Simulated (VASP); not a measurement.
Input of a VASP 6.6.1 run:

File INCAR:

```
  ALGO = Normal
  EDIFF = 1E-6
  ENCUT = 1340
  GGA = CA
  GGA_COMPAT = F
  ISIF = 2
  ISMEAR = 0
  LASPH = T
  LCHARG = F
  LREAL = F
  LWAVE = F
  NBANDS = 33
  NELM = 120
  PREC = Accurate
  SIGMA = 0.05
```

Contents of KPOINTS:

```
k-points
0
Gamma
  8 8 8
```

File POSCAR:

```
TiO2
1.0
   -1.8696817797      1.8696817797      4.7276519014
    1.8696817797     -1.8696817797      4.7276519014
    1.8696817797      1.8696817797     -4.7276519014
Ti O
2 4
Direct
    0.0000000000      0.0000000000      0.0000000000
    0.7500000000      0.2500000000      0.5000000000
    0.2079824834      0.2079824834      0.0000000000
    0.9579824834      0.4579824834      0.5000000000
    0.5420175166      0.0420175166      0.5000000000
    0.7920175166      0.7920175166      0.0000000000
```

Potentials or basis: VASP PAW LDA potentials, release 64 (Ti_sv, O_h).

Command:

```bash
$ cat potpaw_LDA.64/Ti_sv/POTCAR potpaw_LDA.64/O_h/POTCAR > POTCAR
$ mpirun -np 1 vasp_std > vasp.out
```

Task: Estimate the band gap on the k mesh.

Result: 2.11 eV (least direct gap 2.42 eV).

Task: What does it give for the largest force?

Result: 0.032 eV/Å.

Task: Predict the pressure.

Result: 0.9 GPa.

Forces on the atoms (eV/Å):
```
Ti   0.000  0.000  0.000
Ti   0.000  0.000  0.000
O    0.000  0.000  0.032
O    0.000  0.000  0.032
O    0.000  0.000 -0.032
O    0.000  0.000 -0.032
```

A k mesh can miss the band edges. A hybrid or GW would open this gap; LDA tends to underestimate it.
